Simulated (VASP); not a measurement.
# LiB8 (P-3m1) in VASP: single point with PBE+D3(BJ)

Aim: the single point of LiB8 with PBE+D3(BJ).

Everything below comes from runs of VASP 6.6.1. Logs are shortened: lines on timing, memory, paths and dates and some standing lists are left out, and cuts for length are marked.

## Step 1: The cell of the first run

It takes space group P-3m1 (No. 164, trigonal). Conventional cell: a = 5.857 Å, b = 5.857 Å, c = 2.533 Å, α = 90.00°, β = 90.00°, γ = 120.00°. Li (site symmetry -3m) has 12 B at 2.02 to 2.22 Å and 2 Li at 2.53 Å within 2.7 Å. B (site symmetry m) has 3 B at 1.72 Å and 2 Li at 2.02 to 2.22 Å within 2.3 Å. Within 2.3 Å of B (site symmetry 3m) lie 3 B at 1.72 Å.

## Step 2: Single point, PBE+D3(BJ)

File INCAR:

```
SYSTEM = LiB8
ALGO = Normal ; EDIFF = 1E-6
ENCUT = 520 ; GGA = PE
ISIF = 2 ; ISMEAR = 0
IVDW = 12 ; LASPH = .True.
LCHARG = .False. ; LREAL = .False.
LWAVE = .False. ; NBANDS = 24
NELM = 60 ; PREC = Accurate
SIGMA = 0.1
```

File KPOINTS:

```
k-points
0
Gamma
  3 3 6
  0 0 0
```

File POSCAR:

```
LiB8
1.0
    5.8572973000      0.0000000000      0.0000000000
   -2.9286486500      5.0725682600      0.0000000000
    0.0000000000      0.0000000000      2.5329729700
Li B
1 8
Direct
    0.0000000000      0.0000000000      0.5000000000
    0.6666666700      0.8333333300      0.9342723000
    0.6666666700      0.3333333300      0.9342723000
    0.1666666700      0.8333333300      0.9342723000
    0.1666666700      0.3333333300      0.9342723000
    0.8333333300      0.6666666700      0.0657277000
    0.8333333300      0.1666666700      0.0657277000
    0.3333333300      0.6666666700      0.0657277000
    0.3333333300      0.1666666700      0.0657277000
```

Potentials or basis: VASP PAW PBE potentials, release 64 (Li_sv, B).

Command:

```bash
> cat potpaw_PBE.64/Li_sv/POTCAR potpaw_PBE.64/B/POTCAR > POTCAR
> mpirun -np 1 vasp_std > vasp.out
```

OUTCAR:

```text
SYSTEM = LiB8
   EDIFF = 1E-6
   ENCUT = 520
   GGA = PE
   ISIF = 2
   ISMEAR = 0
   IVDW = 12
   LASPH = .True.
   LREAL = .False.
   NELM = 60
   PREC = Accurate
 IVDW          = 12

 ion  position               nearest neighbor table
   1  0.000  0.000  0.500-   2 2.02   9 2.02   6 2.02   5 2.02   7 2.02   4 2.02   9 2.22   2 2.22
                             6 2.22   5 2.22   4 2.22   7 2.22
   2  0.667  0.833  0.934-   6 1.72   8 1.72   7 1.72   1 2.02   1 2.22
   3  0.667  0.333  0.934-   7 1.72   9 1.72   6 1.72
   4  0.167  0.833  0.934-   8 1.72   6 1.72   9 1.72   1 2.02   1 2.22
   5  0.167  0.333  0.934-   9 1.72   7 1.72   8 1.72   1 2.02   1 2.22
   6  0.833  0.667  0.066-   2 1.72   4 1.72   3 1.72   1 2.02   1 2.22
   7  0.833  0.167  0.066-   3 1.72   5 1.72   2 1.72   1 2.02   1 2.22
   8  0.333  0.667  0.066-   4 1.72   2 1.72   5 1.72
   9  0.333  0.167  0.066-   5 1.72   3 1.72   4 1.72   1 2.02   1 2.22

  LATTYP: Found a hexagonal cell.
 ALAT       =     5.8572973000
 C/A-ratio  =     0.4324473969

  Lattice vectors:

 A1 = (   5.8572973000,   0.0000000000,   0.0000000000)
 A2 = (  -2.9286486500,   5.0725682600,   0.0000000000)
 A3 = (   0.0000000000,   0.0000000000,   2.5329729700)

Analysis of symmetry for initial positions (statically):
=====================================================================
 Subroutine PRICEL returns:
 Original cell was already a primitive cell.

 Routine SETGRP: Setting up the symmetry group for a
 hexagonal supercell.

 Subroutine GETGRP returns: Found 12 space group operations
 (whereof 12 operations were pure point group operations)
 out of a pool of 24 trial point group operations.

The static configuration has the point symmetry D_3d.

Analysis of symmetry for dynamics (positions and initial velocities):
=====================================================================
 Subroutine PRICEL returns:
 Original cell was already a primitive cell.

 Routine SETGRP: Setting up the symmetry group for a
 hexagonal supercell.

 Subroutine GETGRP returns: Found 12 space group operations
 (whereof 12 operations were pure point group operations)
 out of a pool of 24 trial point group operations.

The dynamic configuration has the point symmetry D_3d.

 Subroutine INISYM returns: Found 12 space group operations
 (whereof 12 operations are pure point group operations),
 and found     1 'primitive' translations

----------------------------------------------------------------------------------------

                                     Primitive cell

  volume of cell :      75.2585

  direct lattice vectors                    reciprocal lattice vectors
     5.857297300  0.000000000  0.000000000     0.170727206  0.098569398  0.000000000
    -2.928648650  5.072568260  0.000000000     0.000000000  0.197138796  0.000000000
     0.000000000  0.000000000  2.532972970     0.000000000  0.000000000  0.394793001

  length of vectors
     5.857297300  5.857297301  2.532972970     0.197138796  0.197138796  0.394793001

  position of ions in fractional coordinates (direct lattice)
     0.000000000  0.000000000  0.500000000
     0.666666670  0.833333330  0.934272300
     0.666666670  0.333333330  0.934272300
     0.166666670  0.833333330  0.934272300
     0.166666670  0.333333330  0.934272300
     0.833333330  0.666666670  0.065727700
     0.833333330  0.166666670  0.065727700
     0.333333330  0.666666670  0.065727700
     0.333333330  0.166666670  0.065727700

  ion indices of the primitive-cell ions
   primitive index   ion index
                 1           1
                 2           2
                 3           3
                 4           4
                 5           5
                 6           6
                 7           7
                 8           8
                 9           9

----------------------------------------------------------------------------------------

 KPOINTS: k-points

Automatic generation of k-mesh.
 Grid dimensions read from file:
 generate k-points for:    3    3    6

 Generating k-lattice:

  Cartesian coordinates                     Fractional coordinates (reciprocal lattice)
     0.056909069  0.032856466  0.000000000     0.333333333  0.000000000  0.000000000
     0.000000000  0.065712932  0.000000000     0.000000000  0.333333333  0.000000000
     0.000000000  0.000000000  0.065798833     0.000000000  0.000000000  0.166666667

  Length of vectors
     0.065712932  0.065712932  0.065798833

  Shift w.r.t. Gamma in fractional coordinates (k-lattice)
     0.000000000  0.000000000  0.000000000

 Subroutine IBZKPT returns following result:
 ===========================================

 Found     14 irreducible k-points:

 Following reciprocal coordinates:
            Coordinates               Weight
  0.000000  0.000000  0.000000      1.000000
  0.333333  0.000000  0.000000      6.000000
  0.333333  0.333333  0.000000      2.000000
  0.000000  0.000000  0.166667      2.000000
  0.333333  0.000000  0.166667      6.000000
  0.000000  0.333333  0.166667      6.000000
  0.333333  0.333333  0.166667      4.000000
  0.000000  0.000000  0.333333      2.000000
  0.333333  0.000000  0.333333      6.000000
  0.000000  0.333333  0.333333      6.000000
  0.333333  0.333333  0.333333      4.000000
  0.000000  0.000000  0.500000      1.000000
  0.333333  0.000000  0.500000      6.000000
  0.333333  0.333333  0.500000      2.000000
   k-points           NKPTS =     14   k-points in BZ     NKDIM =     14   number of bands    NBANDS=     24
   number of dos      NEDOS =    301   number of ions     NIONS =      9
   total plane-waves  NPLWV =  46080
   dimension x,y,z NGX =    48 NGY =   48 NGZ =   20
   dimension x,y,z NGXF=    96 NGYF=   96 NGZF=   40
   ions per type =               1   8
   NGX,Y,Z   is equivalent  to a cutoff of  13.62, 13.62, 13.13 a.u.
   NGXF,Y,Z  is equivalent  to a cutoff of  27.25, 27.25, 26.25 a.u.
 SYSTEM =  LiB8
   PREC   = accura    normal or accurate (medium, high low for compatibility)
   ISTART =      0    job   : 0-new  1-cont  2-samecut
   ICHARG =      2    charge: 1-file 2-atom 10-const
   ISPIN  =      1    spin polarized calculation?
   LNONCOLLINEAR =      F non collinear calculations
   LSORBIT =      F    spin-orbit coupling
   LASPH  =      T    aspherical Exc in radial PAW
   ENCUT  =  520.0 eV  38.22 Ry    6.18 a.u.  10.89 10.89  4.71*2*pi/ulx,y,z
   NELM   =     60;   NELMIN=  2; NELMDL= -5     # of ELM steps
   EDIFF  = 0.1E-05   stopping-criterion for ELM
   LREAL  =      F    real-space projection
   EDIFFG = 0.1E-04   stopping-criterion for IOM
   NSW    =      0    number of steps for IOM
   IBRION =     -1    ionic relax: 0-MD 1-quasi-New 2-CG
   NFREE  =      0    steps in history (QN), initial steepest desc. (CG)
   ISIF   =      2    stress and relaxation
   ISYM   =      2    0-nonsym 1-usesym 2-fastsym
   POTIM  = 0.5000    time-step for ionic-motion
   TEBEG  =    0.0;   TEEND  =   0.0 temperature during run
   PSTRESS=    0.0 pullay stress
   NELECT =      27.0000    total number of electrons
   NUPDOWN=      -1.0000    fix difference up-down
   EMIN   =  10.00;   EMAX   =-10.00  energy-range for DOS
   EFERMI =   0.00;   METHOD = LEGACY
   ISMEAR =     0;   SIGMA  =   0.10  broadening in eV -4-tet -1-fermi 0-gaus
   EFERMI_NEDOS =   21; number of points for ismear=-14 and -15
   IALGO  =     38    algorithm
   IMIX   =      4    mixing-type and parameters
     AMIX     =   0.40;   BMIX     =  1.00
     AMIX_MAG =   1.60;   BMIX_MAG =  1.00
  volume/ion in A,a.u.               =       8.36        56.43
  Fermi-wavevector in a.u.,A,eV,Ry     =   1.163262  2.198246 18.411108  1.353178
  Thomas-Fermi vector in A             =   2.299814
   LORBIT       =      0    0 simple, 1 ext, 2 COOP (PROOUT), +10 PAW based schemes
   GGA     = PE    functional components
   LHFCALC =     F    Hartree Fock is set to
   AEXX    =    0.0000 exact exchange contribution
   IVDW    =    12    specifies the selected vdW correction
   LEPSILON=     F    determine dielectric tensor
   LRPA    =     F    only Hartree local field effects (RPA)
 non-spin polarized calculation
 Gauss-broadening in eV      SIGMA  =   0.10
  energy-cutoff  :      520.00
  volume of cell :       75.26
 maximum number of plane-waves:      2050
 NGX is ok and might be reduce to    48
   NGX = 21   NGY = 21   NGZ =  9

 number of electron      27.0000008 magnetization

 Free energy of the ion-electron system (eV)
  ---------------------------------------------------
  ext. energy  EPLUGINS =         0.00000000
  ---------------------------------------------------
  free energy    TOTEN  =       -48.00370232 eV

  energy without entropy =      -47.97769876  energy(sigma->0) =      -47.99070054

 E-fermi :   3.9480     XC(G=0): -10.9554

 val. band max:        3.9154112262   @ k =   0.0000   0.3333   0.3333
 cond. band min:       3.9528407606   @ k =   0.3333   0.0000   0.3333
 fundamental gap:      0.0374295344
 Fermi energy:         3.9480015484

 k-point     1 :       0.0000    0.0000    0.0000
  band No.  band energies     occupation
      1     -40.6362      2.00000
      2      -8.4451      2.00000
      3      -5.0378      2.00000
      4      -5.0378      2.00000
      5      -4.2389      2.00000
      6      -3.5590      2.00000
[... 16 lines left out ...]
     23      12.1196      0.00000
     24      12.3103      0.00000

 k-point     2 :       0.3333    0.0000    0.0000
  band No.  band energies     occupation
      1     -40.6363      2.00000
      2      -7.9734      2.00000
      3      -6.5879      2.00000
      4      -5.4592      2.00000
      5      -4.9699      2.00000
      6      -2.4268      2.00000
[... 16 lines left out ...]
     23      12.9829      0.00000
     24      13.1624      0.00000
[... 295 lines left out ...]
     23      13.1157      0.00000
     24      13.4807      0.00000

 k-point    14 :       0.3333    0.3333    0.5000
  band No.  band energies     occupation
      1     -40.5741      2.00000
      2      -4.5821      2.00000
      3      -3.4484      2.00000
      4      -3.4484      2.00000
      5      -0.7911      2.00000
      6      -0.7911      2.00000
[... 16 lines left out ...]
     23      13.6616      0.00000
     24      13.6616      0.00000

------------------------ aborting loop because EDIFF is reached ----------------------------------------

 Edisp (eV)   -1.79687

 E8    (eV) :    -0.6195

  FORCE on cell =-STRESS in cart. coord.  units (eV):
  Direction    XX          YY          ZZ          XY          YZ          ZX
  --------------------------------------------------------------------------------------
  -------------------------------------------------------------------------------------
  Total       3.68379     3.68379    -8.83944    -0.00000     0.00000     0.00000
  in kB      78.42416    78.42416  -188.18275    -0.00000     0.00000     0.00000
  external pressure =      -10.44 kB  Pullay stress =        0.00 kB

 VOLUME and BASIS-vectors are now :
 -----------------------------------------------------------------------------
  energy-cutoff  :      520.00
  volume of cell :       75.26
      direct lattice vectors                 reciprocal lattice vectors
     5.857297300  0.000000000  0.000000000     0.170727206  0.098569398  0.000000000
    -2.928648650  5.072568260  0.000000000     0.000000000  0.197138796  0.000000000
     0.000000000  0.000000000  2.532972970     0.000000000  0.000000000  0.394793001

 POSITION                                       TOTAL-FORCE (eV/Angst)
 -----------------------------------------------------------------------------------
      0.00000      0.00000      1.26649         0.000000     -0.000000     -0.000000
      1.46432      4.22714      2.36649        -0.951883     -0.549570      1.735271
      2.92865      1.69086      2.36649        -0.000000     -0.000000      1.097996
     -1.46432      4.22714      2.36649         0.951883     -0.549570      1.735271
      0.00000      1.69086      2.36649         0.000000      1.099140      1.735271
      2.92865      3.38171      0.16649        -0.000000     -1.099140     -1.735271
      4.39297      0.84543      0.16649        -0.951883      0.549570     -1.735271
     -0.00000      3.38171      0.16649         0.000000     -0.000000     -1.097996
      1.46432      0.84543      0.16649         0.951883      0.549570     -1.735271
 -----------------------------------------------------------------------------------
    total drift:                                0.000000     -0.000000     -0.000000

  FREE ENERGIE OF THE ION-ELECTRON SYSTEM (eV)
  ---------------------------------------------------
  free  energy   TOTEN  =       -49.8005755509 eV

  energy  without entropy=      -49.7745719887  energy(sigma->0) =      -49.78757377
```

It took 28 s on 1 thread of AMD EPYC 7R13 (Zen 3), shared host; peak memory 0.18 GiB.

What came out:

```
Free energy                : -49.8006 eV
Largest force              : 2.054 eV/Å
Dispersion energy per atom : -0.200 eV
```

Forces in eV/Å, atoms in the order of the input:
```
Li   0.000  0.000  0.000
B   -0.952 -0.550  1.735
B    0.000  0.000  1.098
B    0.952 -0.550  1.735
B    0.000  1.099  1.735
B    0.000 -1.099 -1.735
B   -0.952  0.550 -1.735
B    0.000  0.000 -1.098
B    0.952  0.550 -1.735
```

Caveat: the k points lie up to 0.41 Å⁻¹ apart; the cutoff is under 1.25 times the usual one of these potentials, so pressure, stress and relaxed cells hold a basis-set (Pulay) error; pairwise dispersion overbinds metals, which lowers pressure and volume; forces of over 1 eV/Å act on the atoms, so gaps and moduli don't describe the material at rest.
